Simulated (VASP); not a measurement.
Crystal: NaF.

```
CELL_PARAMETERS angstrom
0.00000 2.35050 2.35050
2.35050 0.00000 2.35050
2.35050 2.35050 0.00000
ATOMIC_POSITIONS crystal
Na 0.50000 0.50000 0.50000
F 0.00000 0.00000 0.00000
```

Program: VASP 6.6.1. Alike in all runs: task single point; no spin polarisation; cell as given.

Question: Order these runs on this cell by their band gap on the k mesh, lowest first.
A. level LDA; potentials or basis VASP PAW LDA potentials, release 64 (Na_pv, F); k mesh 8 × 8 × 8; cutoff (eV) 600; smearing gaussian 0.02 eV
B. level HSE06; potentials or basis VASP PAW PBE potentials, release 64 (Na_pv, F); k mesh 6 × 6 × 6; cutoff (eV) 520; smearing gaussian 0.02 eV; grid for exact exchange (PRECFOCK) Normal; share of exact exchange 0.25; screening parameter 0.2079 1/Å
C. level PBE; potentials or basis VASP PAW PBE potentials, release 64 (Na_pv, F); k mesh 8 × 8 × 8; cutoff (eV) 600; smearing gaussian 0.01 eV

Answer: A (5.74 eV), C (6.07 eV), B (8.20 eV).

Caveats: the cell stands under tension (at least some runs).
